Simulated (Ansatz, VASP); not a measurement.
**IrRh2: VASP beside Ansatz**

Contents of INCAR:

```
  ALGO = Fast
  EDIFF = 1E-6
  EDIFFG = -0.01
  ENCUT = 600
  GGA = PE
  IBRION = 2
  ISIF = 3
  ISMEAR = 0
  LASPH = True
  LCHARG = False
  LREAL = False
  LWAVE = False
  NELM = 100
  NSW = 100
  PREC = Accurate
  SIGMA = 0.1
```

Contents of KPOINTS:

```
k-points
0
Gamma
  12 12 18
```

File POSCAR:

```
IrRh2
1.0
    4.3229647431      0.0000000000      0.0000000000
   -2.1614823715      3.7437972872      0.0000000000
    0.0000000000      0.0000000000      2.6901665254
Ir Rh
1 2
Direct
    0.0000000000      0.0000000000      0.0000000000
    0.3333333333      0.6666666667      0.5000000000
    0.6666666667      0.3333333333      0.5000000000
```

Input for Ansatz:

```yaml
crystal:
  lattice:
    - [4.3229647431, 0.0, 0.0]
    - [-2.1614823715, 3.7437972872, 0.0]
    - [0.0, 0.0, 2.6901665254]
  atoms:
    - { symbol: Ir, position: [0.0, 0.0, 0.0] }
    - { symbol: Rh, position: [0.3333333333, 0.6666666667, 0.5] }
    - { symbol: Rh, position: [0.6666666667, 0.3333333333, 0.5] }
basis:
  ecutwfc: 420
kpoints:
  mp_grid: { grid: [12, 12, 18] }
hamiltonian:
  xc: pbe
scf:
  occupations: { method: gaussian, width: 0.1 }
output:
  forces: true
  stress: true
  eigenvalues: true
relax:
  adjacent_minimum: "off"
  f_tol: 0.01
  max_steps: 80
  cell: { stress_tol: 0.05 }
```

Alike in both runs: task relaxation of cell and atoms; functional PBE; k mesh 12 × 12 × 18; occupations gaussian, width 0.1 eV; no spin polarisation.

|  | VASP | Ansatz |
| --- | --- | --- |
| version | VASP 6.6.1 | Ansatz 0.2.0 |
| potentials or method | VASP PAW PBE potentials, release 64 (Ir, Rh_pv), cutoff 600 eV | scalar-relativistic, plane waves, PAW |
| valence electrons in the cell | 39 | 51 |

Ansatz gave:

- gap on the k mesh at the Fermi level, each at its own relaxed structure (eV): none
- relaxed volume (Å³/atom): 14.49
- relaxed cell length with the largest relative difference (Å): 4.336

Problem. Estimate VASP's values.

Solution. gap on the k mesh at the Fermi level, each at its own relaxed structure (eV): none; relaxed volume (Å³/atom): 14.49; relaxed cell length with the largest relative difference (Å): 4.337.

A gap of «none» marks a metal or a gap that the smearing closes. VASP's potentials hold 39 valence electrons a cell and Ansatz's 51, so a difference there can come from the potentials and not from the codes.

Neither program's run includes spin-orbit coupling.
